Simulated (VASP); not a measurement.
NaHgF3: single point with PBE

The system is NaHgF3.

```
Na Hg F
1.0
     4.49882    0.00000    0.00000
     0.00000    4.49882    0.00000
     0.00000    0.00000    4.49882
Na Hg F
1 1 3
Direct
  0.00000 0.00000 0.00000
  0.50000 0.50000 0.50000
  0.50000 0.50000 0.00000
  0.50000 0.00000 0.50000
  0.00000 0.50000 0.50000
```

```json
{"Program": "VASP 6.6.1", "Task": "single point", "Functional": "PBE", "Potentials or basis": "VASP PAW PBE potentials, release 64 (Na_sv, Hg_sv_GW, F)", "Cutoff": "970 eV", "k mesh": "6 × 6 × 6", "Occupations": "fermi-dirac, width 0.02 eV", "Spin": "no spin polarisation"}
```

```yaml
Pressure: 2.1 GPa
Band_gap_on_the_k_mesh: 0.32 eV (least direct gap 3.06 eV)
```

Levels at points of the mesh, in eV from the valence-band top:
| k point | band 23 | band 24 | band 25 | band 26 | band 27 | band 28 |
| --- | --- | --- | --- | --- | --- | --- |
| (0.00, 0.00, 0.00) | -2.74 | -2.74 | -2.74 | 0.32 | 4.96 | 9.59 |
| (0.50, 0.00, 0.00) | -2.27 | -2.27 | -2.13 | 3.05 | 4.54 | 7.78 |
| (0.50, 0.50, 0.00) | -2.27 | -2.27 | 0.00 | 4.59 | 5.95 | 6.39 |
| (0.50, 0.50, 0.50) | -2.29 | 0.00 | 0.00 | 5.83 | 6.06 | 7.59 |

It took 2.7 min on 1 thread of Intel(R) Xeon(R) Platinum 8375C CPU @ 2.90GHz (Ice Lake), with other jobs on the host, peak memory 0.42 GiB.

Caveat: spin-orbit coupling is left out, which moves the levels of the heavy elements. A k mesh can miss the band edges.
